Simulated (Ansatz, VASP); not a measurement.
## Sc2InN3 in VASP and in Ansatz

The input INCAR:

```
SYSTEM = Sc2InN3
ALGO = Normal
EDIFF = 1E-6
ENCUT = 600
GGA = PE
GGA_COMPAT = .False.
ISIF = 2
ISMEAR = 0
LASPH = .True.
LCHARG = .False.
LREAL = .False.
LWAVE = .False.
NBANDS = 34
NELM = 120
PREC = Accurate
SIGMA = 0.1
```

File KPOINTS:

```
k-points
0
Gamma
  6 6 4
  0 0 0
```

The input POSCAR:

```
Sc2InN3
1.0
    5.0917739700      0.0000000000      0.0000000000
   -2.5458869800      4.4096056000      0.0000000000
    0.0000000000      0.0000000000      5.0609900400
Sc In N
2 1 3
Direct
    0.3333333300      0.6666666700      0.5000000000
    0.6666666700      0.3333333300      0.5000000000
    0.0000000000      0.0000000000      0.5000000000
    0.3333333300      0.6666666700      0.0000000000
    0.6666666700      0.3333333300      0.0000000000
    0.0000000000      0.0000000000      0.0000000000
```

Input for Ansatz:

```yaml
crystal:
  lattice:
    - [5.09177397, 0.0, 0.0]
    - [-2.54588698, 4.4096056, 0.0]
    - [0.0, 0.0, 5.06099004]
  atoms:
    - { symbol: Sc, position: [0.33333333, 0.66666667, 0.5] }
    - { symbol: Sc, position: [0.66666667, 0.33333333, 0.5] }
    - { symbol: In, position: [0.0, 0.0, 0.5] }
    - { symbol: "N", position: [0.33333333, 0.66666667, 0.0] }
    - { symbol: "N", position: [0.66666667, 0.33333333, 0.0] }
    - { symbol: "N", position: [0.0, 0.0, 0.0] }
basis:
  ecutwfc: 420
kpoints:
  mp_grid: { grid: [6, 6, 4] }
hamiltonian:
  xc: pbe
scf:
  occupations: { method: gaussian, width: 0.1 }
  lower_state_search: "off"
output:
  forces: true
  stress: true
  eigenvalues: true
```

Alike in both runs: task single point; functional PBE; k mesh 6 × 6 × 4; occupations gaussian, width 0.1 eV; no spin polarisation.

|  | VASP | Ansatz |
| --- | --- | --- |
| version | VASP 6.6.1 | Ansatz 0.2.0 |
| potentials or method | VASP PAW PBE potentials, release 64 (Sc_sv, In_d, N), cutoff 600 eV | scalar-relativistic, plane waves, PAW |
| valence electrons in the cell | 50 | 50 |

Ansatz gave:

- gap on the k mesh at the Fermi level (eV): none
- pressure (GPa): -9.9
- traceless stress, the component that is largest in VASP (GPa): -26.49

What did VASP give for the same quantities?

gap on the k mesh at the Fermi level (eV): none; pressure (GPa): -9.9; traceless stress, the component that is largest in VASP (GPa): -26.39.

A gap of «none» marks a metal or a gap that the smearing closes.
